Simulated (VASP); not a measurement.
Set up this calculation in VASP 6.6.1, as the native input.

```
Task                   : single point
Functional             : r2SCAN
Potentials or basis    : VASP PAW PBE potentials, release 64 (Na_pv, I)
Cutoff                 : 520 eV
k mesh                 : 6 × 6 × 6
Occupations            : gaussian, width 0.05 eV
Spin                   : no spin polarisation
Dipole correction      : no
Further INCAR settings : ALGO = Normal; EDIFF = 1e-07; NBANDS = 14
```

Crystal: NaI.

```
Na I
1.0
    -0.01618    3.23640    3.23640
     3.22022    0.00000    3.22022
     3.23640    3.23640   -0.01618
Na I
1 1
Direct
  0.00000 0.00000 0.00000
  0.50000 0.50000 0.50000
```

This cell differs from its parent crystal: strain -0.0100 x Voigt [0, 0, 0, 0, 1, 0].

One way to write it, as run:

POSCAR

```
NaI
1.0
   -0.0161820000      3.2364000000      3.2364000000
    3.2202180000      0.0000000000      3.2202180000
    3.2364000000      3.2364000000     -0.0161820000
Na I
1 1
Direct
    0.0000000000      0.0000000000      0.0000000000
    0.5000000000      0.5000000000      0.5000000000
```

INCAR.step1

```
PREC     = Accurate       # precision mode
ENCUT    = 520            # plane-wave cutoff, eV
ISMEAR   = 0              # smearing method
SIGMA    = 0.05           # smearing width, eV
LREAL    = F              # projectors in reciprocal space
LASPH    = T              # aspherical terms in the spheres
NELM     = 100            # most SCF steps
NBANDS   = 14             # bands
GGA      = PE             # functional
ALGO     = Normal         # electronic algorithm
EDIFF    = 1E-4           # SCF threshold, eV
LWAVE    = T              # write WAVECAR
LCHARG   = F              # write CHGCAR
```

INCAR.step2

```
PREC     = Accurate       # precision mode
ENCUT    = 520            # plane-wave cutoff, eV
EDIFF    = 1E-7           # SCF threshold, eV
ISMEAR   = 0              # smearing method
SIGMA    = 0.05           # smearing width, eV
LREAL    = F              # projectors in reciprocal space
LASPH    = T              # aspherical terms in the spheres
NELM     = 100            # most SCF steps
ALGO     = Normal         # electronic algorithm
ISIF     = 2              # what is computed and relaxed
LWAVE    = F              # write WAVECAR
LCHARG   = F              # write CHGCAR
METAGGA  = R2SCAN         # meta-GGA
LMIXTAU  = T            
NBANDS   = 14             # bands
ISTART   = 1
```

KPOINTS

```
regular mesh
0
Gamma
  6 6 6
```

Potentials or basis: VASP PAW PBE potentials, release 64 (Na_pv, I).

Launch:

```console
$ cat potpaw_PBE.64/Na_pv/POTCAR potpaw_PBE.64/I/POTCAR > POTCAR
$ cp INCAR.step1 INCAR
$ mpirun -np 1 vasp_std > vasp.out
$ cp INCAR.step2 INCAR
$ mpirun -np 1 vasp_std > vasp.out
```

It gave:

The pressure is -0.2 GPa and the band gap on the k mesh is 4.42 eV.

Caveat: the cell differs from its parent crystal (strain -0.0100 x Voigt [0, 0, 0, 0, 1, 0]); the PAW data sets were made with another functional, which shifts forces and pressure a little; spin-orbit coupling is left out, which moves the levels of the heavy elements.

It took 2.5 min on 1 thread of AMD EPYC 9R45 (Zen 5) (shared host), peak memory 0.2 GiB.
